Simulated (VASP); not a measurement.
# MnO2 (P4_2/mnm) in VASP: further runs

Runs on MnO2. Level: PBE+U. Tasks: single point.

All numbers are computed with VASP 6.6.1; they aren't measurements. Logs are shortened: lines on timing, memory, paths and dates and some standing lists are left out, and cuts for length are marked.

### 1 The cell of the first run

The structure is tetragonal, space group P4_2/mnm (No. 136). The conventional cell has a = 4.398 Å, b = 4.398 Å, c = 2.873 Å, α = 90.00°, β = 90.00°, γ = 90.00°. Mn (site symmetry mmm) has 6 O at 1.88 to 1.90 Å within 2.5 Å. Within 2.5 Å of O (site symmetry m2m) lie 3 Mn at 1.88 to 1.90 Å and 1 O at 2.42 Å.

### 2 Single point, PBE+U, collinear spin, antiferromagnetic start

INCAR reads:

```
ALGO = Normal
EDIFF = 1E-6
ENCUT = 600
GGA = PE
GGA_COMPAT = F
ISIF = 2
ISMEAR = 0
ISPIN = 2
LASPH = T
LCHARG = F
LDAU = T
LDAUJ = 0 0
LDAUL = 2 -1
LDAUPRINT = 1
LDAUTYPE = 2
LDAUU = 5.9 0
LMAXMIX = 4
LORBIT = 11
LREAL = F
LWAVE = F
MAGMOM = 3 -3 0 0 0 0
NBANDS = 38
NELM = 200
PREC = Accurate
SIGMA = 0.1
```

KPOINTS reads:

```
k-points
0
Gamma
  4 4 6
```

POSCAR reads:

```
MnO2
1.0
    4.3983000000      0.0000000000      0.0000000000
    0.0000000000      4.3983000000      0.0000000000
    0.0000000000      0.0000000000      2.8730000000
Mn O
2 4
Direct
    0.0000000000      0.0000000000      0.0000000000
    0.5000000000      0.5000000000      0.5000000000
    0.3051500000      0.3051500000      0.0000000000
    0.1948500000      0.8051500000      0.5000000000
    0.6948500000      0.6948500000      0.0000000000
    0.8051500000      0.1948500000      0.5000000000
```

Potentials or basis: VASP PAW PBE potentials, release 64 (Mn_pv, O).

Command:

```
cat potpaw_PBE.64/Mn_pv/POTCAR potpaw_PBE.64/O/POTCAR > POTCAR
mpirun -np 1 vasp_std > vasp.out
```

OUTCAR:

```text
EDIFF = 1E-6
   ENCUT = 600
   GGA = PE
   ISIF = 2
   ISMEAR = 0
   ISPIN = 2
   LASPH = T
   LORBIT = 11
   LREAL = F
   NELM = 200
   PREC = Accurate

 ion  position               nearest neighbor table
   1  0.000  0.000  0.000-   4 1.88   6 1.88   4 1.88   6 1.88   5 1.90   3 1.90
   2  0.500  0.500  0.500-   3 1.88   5 1.88   3 1.88   5 1.88   4 1.90   6 1.90
   3  0.305  0.305  0.000-   2 1.88   2 1.88   1 1.90
   4  0.195  0.805  0.500-   1 1.88   1 1.88   2 1.90
   5  0.695  0.695  0.000-   2 1.88   2 1.88   1 1.90
   6  0.805  0.195  0.500-   1 1.88   1 1.88   2 1.90

  LATTYP: Found a simple tetragonal cell.
 ALAT       =     4.3983000000
 C/A-ratio  =     0.6532069209

  Lattice vectors:

 A1 = (   4.3983000000,   0.0000000000,   0.0000000000)
 A2 = (   0.0000000000,   4.3983000000,   0.0000000000)
 A3 = (   0.0000000000,   0.0000000000,   2.8730000000)

Analysis of symmetry for initial positions (statically):
=====================================================================
 Subroutine PRICEL returns:
 Original cell was already a primitive cell.

 Routine SETGRP: Setting up the symmetry group for a
 simple tetragonal supercell.

 Subroutine GETGRP returns: Found 16 space group operations
 (whereof  8 operations were pure point group operations)
 out of a pool of 16 trial point group operations.

The static configuration has the point symmetry D_2h.
 The point group associated with its full space group is D_4h.

Analysis of symmetry for dynamics (positions and initial velocities):
=====================================================================
 Subroutine PRICEL returns:
 Original cell was already a primitive cell.

 Routine SETGRP: Setting up the symmetry group for a
 simple tetragonal supercell.

 Subroutine GETGRP returns: Found 16 space group operations
 (whereof  8 operations were pure point group operations)
 out of a pool of 16 trial point group operations.

The dynamic configuration has the point symmetry D_2h.
 The point group associated with its full space group is D_4h.

Analysis of structural, dynamic, and magnetic symmetry:
=====================================================================
 Subroutine PRICEL returns:
 Original cell was already a primitive cell.

 Routine SETGRP: Setting up the symmetry group for a
 simple tetragonal supercell.

 Subroutine GETGRP returns: Found 16 space group operations
 (whereof  8 operations were pure point group operations)
 out of a pool of 16 trial point group operations.

The overall configuration has the point symmetry D_2h.
 The point group associated with its full space group is D_4h.

 Subroutine INISYM returns: Found 16 space group operations
 (whereof  8 operations are pure point group operations),
 and found     1 'primitive' translations

----------------------------------------------------------------------------------------

                                     Primitive cell

  volume of cell :      55.5783

  direct lattice vectors                    reciprocal lattice vectors
[... 164 lines left out ...]
  o =  0.3039  v =  0.0000  0.0000  0.0000  0.0000  0.0000 -0.8374 -0.0000  0.5466  0.0000 -0.0000      0.0000  0.0000  0.0000  0.0000  0.0000  0.0000  0.0000  0.0000  0.0000  0.0000
  o =  0.3276  v =  0.0000  0.0000  0.0000  0.0000  0.0000  0.0000 -0.7071 -0.0000  0.7071  0.0000      0.0000  0.0000  0.0000  0.0000  0.0000  0.0000  0.0000  0.0000  0.0000  0.0000
  o =  0.5091  v =  0.8502 -0.0000 -0.5265  0.0000  0.0000  0.0000  0.0000  0.0000  0.0000  0.0000      0.0000  0.0000  0.0000  0.0000  0.0000  0.0000  0.0000  0.0000  0.0000  0.0000
  o =  0.5258  v = -0.0000 -0.7071  0.0000  0.7071  0.0000  0.0000  0.0000  0.0000  0.0000  0.0000      0.0000  0.0000  0.0000  0.0000  0.0000  0.0000  0.0000  0.0000  0.0000  0.0000
  o =  0.9676  v = -0.5265 -0.0000 -0.8502 -0.0000  0.0000  0.0000  0.0000  0.0000  0.0000  0.0000      0.0000  0.0000  0.0000  0.0000  0.0000  0.0000  0.0000  0.0000  0.0000  0.0000
  o =  0.9737  v =  0.0000 -0.0000  0.0000 -0.0000  1.0000  0.0000  0.0000  0.0000  0.0000  0.0000      0.0000  0.0000  0.0000  0.0000  0.0000  0.0000  0.0000  0.0000  0.0000  0.0000
  o =  0.9737  v = -0.0000  0.7071 -0.0000  0.7071  0.0000  0.0000  0.0000  0.0000  0.0000  0.0000      0.0000  0.0000  0.0000  0.0000  0.0000  0.0000  0.0000  0.0000  0.0000  0.0000

atom =   2  type =  1  l = 2

 onsite density matrix

spin component  1

  0.2303  0.0000  0.1127  0.0000  0.0000
  0.0000  0.2122  0.0000  0.1153  0.0000
  0.1127  0.0000  0.1312  0.0000  0.0000
  0.0000  0.1153  0.0000  0.2122  0.0000
  0.0000  0.0000  0.0000  0.0000  0.1042

spin component  2

  0.6362  0.0000 -0.2052  0.0000 -0.0000
  0.0000  0.7498  0.0000 -0.2240  0.0000
 -0.2052  0.0000  0.8405  0.0000  0.0000
  0.0000 -0.2240  0.0000  0.7498  0.0000
 -0.0000  0.0000  0.0000  0.0000  0.9737

 occupancies and eigenvectors

  o =  0.0577  v = -0.5466  0.0000  0.8374  0.0000 -0.0000  0.0000  0.0000  0.0000  0.0000  0.0000      0.0000  0.0000  0.0000  0.0000  0.0000  0.0000  0.0000  0.0000  0.0000  0.0000
  o =  0.0969  v =  0.0000 -0.7071  0.0000  0.7071  0.0000  0.0000  0.0000  0.0000  0.0000  0.0000      0.0000  0.0000  0.0000  0.0000  0.0000  0.0000  0.0000  0.0000  0.0000  0.0000
  o =  0.1042  v = -0.0000 -0.0000  0.0000  0.0000  1.0000  0.0000  0.0000  0.0000  0.0000  0.0000      0.0000  0.0000  0.0000  0.0000  0.0000  0.0000  0.0000  0.0000  0.0000  0.0000
  o =  0.3039  v = -0.8374  0.0000 -0.5466  0.0000 -0.0000  0.0000  0.0000  0.0000  0.0000  0.0000      0.0000  0.0000  0.0000  0.0000  0.0000  0.0000  0.0000  0.0000  0.0000  0.0000
  o =  0.3276  v =  0.0000 -0.7071  0.0000 -0.7071  0.0000  0.0000  0.0000  0.0000  0.0000  0.0000      0.0000  0.0000  0.0000  0.0000  0.0000  0.0000  0.0000  0.0000  0.0000  0.0000
  o =  0.5091  v =  0.0000  0.0000  0.0000  0.0000  0.0000  0.8502 -0.0000  0.5265 -0.0000 -0.0000      0.0000  0.0000  0.0000  0.0000  0.0000  0.0000  0.0000  0.0000  0.0000  0.0000
  o =  0.5258  v =  0.0000  0.0000  0.0000  0.0000  0.0000  0.0000  0.7071  0.0000  0.7071 -0.0000      0.0000  0.0000  0.0000  0.0000  0.0000  0.0000  0.0000  0.0000  0.0000  0.0000
  o =  0.9676  v =  0.0000  0.0000  0.0000  0.0000  0.0000 -0.5265 -0.0000  0.8502  0.0000 -0.0000      0.0000  0.0000  0.0000  0.0000  0.0000  0.0000  0.0000  0.0000  0.0000  0.0000
  o =  0.9737  v =  0.0000  0.0000  0.0000  0.0000  0.0000  0.0000 -0.0000 -0.0000  0.0000 -1.0000      0.0000  0.0000  0.0000  0.0000  0.0000  0.0000  0.0000  0.0000  0.0000  0.0000
  o =  0.9737  v =  0.0000  0.0000  0.0000  0.0000  0.0000  0.0000 -0.7071 -0.0000  0.7071  0.0000      0.0000  0.0000  0.0000  0.0000  0.0000  0.0000  0.0000  0.0000  0.0000  0.0000

 number of electron      49.9999964 magnetization      -0.0000000

 Free energy of the ion-electron system (eV)
  ---------------------------------------------------
  ext. energy  EPLUGINS =         0.00000000
  ---------------------------------------------------
  free energy    TOTEN  =       -39.74202253 eV

  energy without entropy =      -39.74179414  energy(sigma->0) =      -39.74190833

 E-fermi :   5.3194     XC(G=0): -12.0108

 val. band max:        5.1914325777   @ k =   0.0000   0.0000   0.0000
 cond. band min:       5.4474957619   @ k =   0.0000   0.0000   0.0000
 fundamental gap:      0.2560631842
 Fermi energy:         5.3194486091

 spin component 1

 k-point     1 :       0.0000    0.0000    0.0000
  band No.  band energies     occupation
      1     -45.9829      1.00000
      2     -45.9400      1.00000
      3     -45.9145      1.00000
      4     -42.5723      1.00000
      5     -42.5095      1.00000
      6     -42.4913      1.00000
[... 949 lines left out ...]
     36      18.9834      0.00000
     37      20.6039      0.00000
 Fermi energy:         5.3194486091

 spin component 2

 k-point     1 :       0.0000    0.0000    0.0000
  band No.  band energies     occupation
      1     -45.9829      1.00000
      2     -45.9400      1.00000
      3     -45.9145      1.00000
      4     -42.5723      1.00000
      5     -42.5095      1.00000
      6     -42.4913      1.00000
[... 949 lines left out ...]
     36      18.9834      0.00000
     37      20.6039      0.00000
 [bands above 37 left out]

------------------------ aborting loop because EDIFF is reached ----------------------------------------

  FORCE on cell =-STRESS in cart. coord.  units (eV):
  Direction    XX          YY          ZZ          XY          YZ          ZX
  --------------------------------------------------------------------------------------
  -------------------------------------------------------------------------------------
  Total        3.9183789      3.9183789      6.2308813      0.0000000      0.0000000      0.0000000
  in kB      112.9566207    112.9566207    179.6200195      0.0000000      0.0000000      0.0000000
  external PRESSURE =     135.1777536 kB  Pullay stress =       0.0000000 kB

 VOLUME and BASIS-vectors are now :
 -----------------------------------------------------------------------------
  energy-cutoff  :      600.00
  volume of cell :       55.58
      direct lattice vectors                 reciprocal lattice vectors
     4.398300000  0.000000000  0.000000000     0.227360571  0.000000000  0.000000000
     0.000000000  4.398300000  0.000000000     0.000000000  0.227360571  0.000000000
     0.000000000  0.000000000  2.873000000     0.000000000  0.000000000  0.348068221

 POSITION                                       TOTAL-FORCE (eV/Angst)
 -----------------------------------------------------------------------------------
      0.00000      0.00000      0.00000        -0.000000      0.000000      0.000000
      2.19915      2.19915      1.43650        -0.000000      0.000000      0.000000
      1.34214      1.34214      0.00000        -0.097120     -0.097120      0.000000
      0.85701      3.54129      1.43650         0.097120     -0.097120      0.000000
      3.05616      3.05616      0.00000         0.097120      0.097120      0.000000
      3.54129      0.85701      1.43650        -0.097120      0.097120      0.000000
 -----------------------------------------------------------------------------------
    total drift:                                0.000000      0.000000      0.000000

  FREE ENERGIE OF THE ION-ELECTRON SYSTEM (eV)
  ---------------------------------------------------
  free  energy   TOTEN  =       -39.7420225321 eV

  energy  without entropy=      -39.7417941368  energy(sigma->0) =      -39.74190833

 total charge

# of ion       s       p       d       tot
------------------------------------------
    1        0.363   6.485   4.807  11.655
    2        0.363   6.485   4.807  11.655
    3        1.564   3.496   0.000   5.060
    4        1.564   3.496   0.000   5.060
    5        1.564   3.496   0.000   5.060
    6        1.564   3.496   0.000   5.060
--------------------------------------------------
tot          6.981  26.955   9.615  43.551

 magnetization (x)

# of ion       s       p       d       tot
------------------------------------------
    1        0.017   0.033   3.056   3.107
    2       -0.017  -0.033  -3.056  -3.107
    3       -0.000   0.010   0.000   0.010
    4        0.000  -0.010   0.000  -0.010
    5       -0.000   0.010   0.000   0.010
    6        0.000  -0.010   0.000  -0.010
--------------------------------------------------
tot          0.000   0.000  -0.000  -0.000
```

Wall time 2.5 min (1 thread of Oxide Virtual Turin-like, shared host); peak memory 0.21 GiB.

What came out:

* Free energy: -39.7420 eV
* Pressure: 13.5 GPa
* Largest force: 0.137 eV/Å
* Band gap on the k mesh: 0.26 eV
* Net moment: 0.00 μB per cell
* Site moments: Mn +3.11, -3.11; O +0.01, -0.01 (each value once) μB
* Valence electrons inside the program's atomic spheres: Mn 11.65; O 5.06

Forces in eV/Å, atoms in the order of the input:
```
Mn   0.000  0.000  0.000
Mn   0.000  0.000  0.000
O   -0.097 -0.097  0.000
O    0.097 -0.097  0.000
O    0.097  0.097  0.000
O   -0.097  0.097  0.000
```

Stress tensor (GPa, compression positive):
```
11.30  0.00  0.00
 0.00 11.30  0.00
 0.00  0.00 17.96
```

Eigenvalues of the final occupation matrices:
```tsv
site	spin	trace	eigenvalues
site 1 d	1	3.95	0.51 0.53 0.97 0.97 0.97
site 1 d	2	0.89	0.06 0.10 0.10 0.30 0.33
site 2 d	1	0.89	0.06 0.10 0.10 0.30 0.33
site 2 d	2	3.95	0.51 0.53 0.97 0.97 0.97
```

Caveat: the stress differs along the axes, from 11 to 18 GPa. A k mesh can miss the band edges.

### 3 Single point, PBE+U, collinear spin, antiferromagnetic start

This run uses another cell than the first one, of 9.82 Å³/atom.

INCAR reads:

```
SYSTEM = MnO2
PREC = Accurate ; ENCUT = 600
EDIFF = 1E-6 ; ISMEAR = 0
SIGMA = 0.1 ; LREAL = .False.
LASPH = .True. ; NELM = 200
ALGO = Normal ; ISIF = 2
LWAVE = .False. ; LCHARG = .True.
ISPIN = 2 ; MAGMOM = 2.99 -2.99 0 0 0 0
LORBIT = 11 ; LMAXMIX = 4
LDAU = .True. ; LDAUTYPE = 2
LDAUL = 2 -1 ; LDAUU = 5.9 0
LDAUJ = 0 0 ; LDAUPRINT = 1
GGA = PE ; LELF = .True.
LVHAR = .True. ; NBANDS = 38
GGA_COMPAT = .False.
```

KPOINTS reads:

```
Automatic mesh
0
Gamma
  4 4 8
  0 0 0
```

POSCAR reads:

```
MnO2
1.0
    4.4553879949     -0.0000014598      0.0000000000
   -0.0000014598      4.4553879949      0.0000000000
    0.0000000000      0.0000000000      2.9676271363
Mn O
2 4
Direct
    0.0000000000      0.0000000000      0.0000000000
    0.5000000000      0.5000000000      0.5000000000
    0.3067101879      0.3067101879      0.0000000000
    0.1932898196      0.8067101804      0.5000000000
    0.6932898121      0.6932898121      0.0000000000
    0.8067101804      0.1932898196      0.5000000000
```

Potentials or basis: VASP PAW PBE potentials, release 64 (Mn_pv, O).

Command:

```
cat potpaw_PBE.64/Mn_pv/POTCAR potpaw_PBE.64/O/POTCAR > POTCAR
mpirun -np 1 vasp_std > vasp.out
```

It took 3.5 min on 1 thread of Oxide Virtual Turin-like, shared host; peak memory 0.24 GiB.

The run converged. Its results:

```yaml
Free_energy: -39.8988 eV
Pressure: 0.4 GPa
Largest_force: 0.027 eV/Å
Band_gap_on_the_k_mesh: 0.04 eV
Net_moment: 0.00 μB per cell
Site_moments: Mn +3.24, -3.24; O +0.03, -0.03 (each value once) μB
Valence_electrons_inside_the_program's_atomic_spheres: Mn 11.51; O 5.02
```

Forces in eV/Å, atoms in the order of the input:
```
Mn   0.000  0.000  0.000
Mn   0.000  0.000  0.000
O   -0.019 -0.019  0.000
O    0.019 -0.019  0.000
O    0.019  0.019  0.000
O   -0.019  0.019  0.000
```

Stress tensor (GPa, compression positive):
```
 0.68  0.00  0.00
 0.00  0.68  0.00
 0.00  0.00 -0.17
```

Levels at points of the mesh, in eV from the valence-band top:
Spin up:
| k point | band 21 | band 22 | band 23 | band 24 | band 25 | band 26 | band 27 | band 28 | band 29 | band 30 |
| --- | --- | --- | --- | --- | --- | --- | --- | --- | --- | --- |
| (0.00, 0.00, 0.00) | -3.02 | -1.31 | -0.61 | -0.58 | 0.00 | 0.04 | 1.55 | 2.87 | 3.90 | 3.90 |
| (0.50, 0.00, 0.00) | -2.23 | -2.00 | -1.81 | -0.86 | -0.83 | 1.78 | 2.17 | 3.03 | 3.39 | 3.82 |
| (0.50, 0.50, 0.00) | -2.08 | -1.86 | -1.51 | -1.49 | -0.43 | 0.16 | 1.49 | 3.13 | 3.92 | 4.00 |
| (0.00, 0.00, 0.50) | -2.99 | -2.41 | -1.77 | -1.41 | -0.73 | 0.84 | 1.10 | 3.16 | 3.45 | 3.77 |
| (0.50, 0.00, 0.50) | -3.35 | -1.85 | -1.34 | -1.25 | -1.12 | 0.30 | 1.18 | 3.26 | 3.58 | 3.68 |
| (0.50, 0.50, 0.50) | -3.20 | -1.27 | -0.91 | -0.74 | -0.72 | 1.13 | 1.53 | 3.15 | 3.45 | 3.60 |
Spin down:
```
           k point  band 23  band 24  band 25  band 26  band 27  band 28
(0.00, 0.00, 0.00)    -0.61    -0.58     0.00     0.04     1.55     2.87
(0.50, 0.00, 0.00)    -1.81    -0.86    -0.83     1.78     2.17     3.03
(0.50, 0.50, 0.00)    -1.51    -1.49    -0.43     0.16     1.49     3.13
(0.00, 0.00, 0.50)    -1.77    -1.41    -0.73     0.84     1.10     3.16
(0.50, 0.00, 0.50)    -1.34    -1.25    -1.12     0.30     1.18     3.26
(0.50, 0.50, 0.50)    -0.91    -0.74    -0.72     1.13     1.53     3.15
```

Eigenvalues of the final occupation matrices:
| site | spin | trace | eigenvalues |
| --- | --- | --- | --- |
| site 1 d | 1 | 3.98 | 0.53 0.54 0.97 0.97 0.97 |
| site 1 d | 2 | 0.79 | 0.05 0.09 0.09 0.28 0.29 |
| site 2 d | 1 | 0.79 | 0.05 0.09 0.09 0.28 0.29 |
| site 2 d | 2 | 3.98 | 0.53 0.54 0.97 0.97 0.97 |
